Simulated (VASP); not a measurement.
Set up this calculation in VASP 6.6.1, as the native input.

```
Task                   : relaxation of cell and atoms
Functional             : r2SCAN
Potentials or basis    : VASP PAW PBE potentials, release 64 (N)
Cutoff                 : 600 eV
k mesh                 : 4 × 4 × 4
Occupations            : gaussian, width 0.1 eV
Spin                   : no spin polarisation
Dipole correction      : no
Further INCAR settings : ALGO = Normal; EDIFF = 1e-07; IBRION = 2; EDIFFG = -0.04; NSW = 90; ISIF = 3
```

Crystal: N.

```xyz
8
Lattice="5.8151 0.0000 0.0000 0.0000 5.8151 0.0000 0.0000 0.0000 5.8151" Properties=species:S:1:pos:R:3 pbc="T T T"
N     0.3716    0.3716    0.3716
N     2.5360    5.4435    3.2791
N     3.2791    2.5360    5.4435
N     5.4435    3.2791    2.5360
N     5.5484    5.5484    5.5484
N     3.1742    0.2667    2.6409
N     2.6409    3.1742    0.2667
N     0.2667    2.6409    3.1742
```

One way to write it, as run:

POSCAR

```
N
1.0
    5.8151017200      0.0000000000      0.0000000000
    0.0000000000      5.8151017200      0.0000000000
    0.0000000000      0.0000000000      5.8151017200
N
8
Direct
    0.0639014400      0.0639014400      0.0639014400
    0.4360985600      0.9360985600      0.5639014400
    0.5639014400      0.4360985600      0.9360985600
    0.9360985600      0.5639014400      0.4360985600
    0.9541388600      0.9541388600      0.9541388600
    0.5458611400      0.0458611400      0.4541388600
    0.4541388600      0.5458611400      0.0458611400
    0.0458611400      0.4541388600      0.5458611400
```

INCAR.step1

```
  PREC = Accurate
  ENCUT = 600
  ISMEAR = 0
  SIGMA = 0.1
  LREAL = False
  LASPH = True
  NELM = 100
  GGA = PE
  ALGO = Normal
  EDIFF = 1E-4
  LWAVE = True
  LCHARG = False
```

INCAR.step2

```
  PREC = Accurate
  ENCUT = 600
  EDIFF = 1E-7
  ISMEAR = 0
  SIGMA = 0.1
  LREAL = False
  LASPH = True
  NELM = 100
  ALGO = Normal
  ISIF = 3
  LWAVE = False
  LCHARG = False
  METAGGA = R2SCAN
  LMIXTAU = True
  IBRION = 2
  NSW = 90
  EDIFFG = -0.04
  ISTART = 1
```

KPOINTS

```
Automatic mesh
0
Gamma
  4 4 4
```

Potentials or basis: VASP PAW PBE potentials, release 64 (N).

Command:

```bash
$ cat potpaw_PBE.64/N/POTCAR > POTCAR
$ cp INCAR.step1 INCAR
$ mpirun -np 1 vasp_std > vasp.out
$ cp INCAR.step2 INCAR
$ mpirun -np 1 vasp_std > vasp.out
```

Results of the run:

| Property | Result |
| --- | --- |
| Relaxed volume | 24.58 Å³/atom |
| Relaxed cell | a = 5.815 Å, b = 5.815 Å, c = 5.815 Å, α = 90.00°, β = 90.00°, γ = 90.00° |
| Space group after relaxing (to 0.05 Å) | P2_13 (No. 198) |
| Energy gained by relaxing | 0.0 meV/atom |
| Ionic steps | 3 |
| Pressure after relaxing | -0.2 GPa |
| Largest force after relaxing | 0.019 eV/Å |
| Band gap on the k mesh | 8.12 eV, indirect (least direct gap 8.14 eV) |

Caveat: the standard files for N, O and F lose accuracy on very short bonds; the PAW data sets were made with another functional, which shifts forces and pressure a little.

Wall time 9.9 min on 1 thread of AMD EPYC 7R13 Processor (Zen 3) (shared host), peak memory 0.34 GiB.
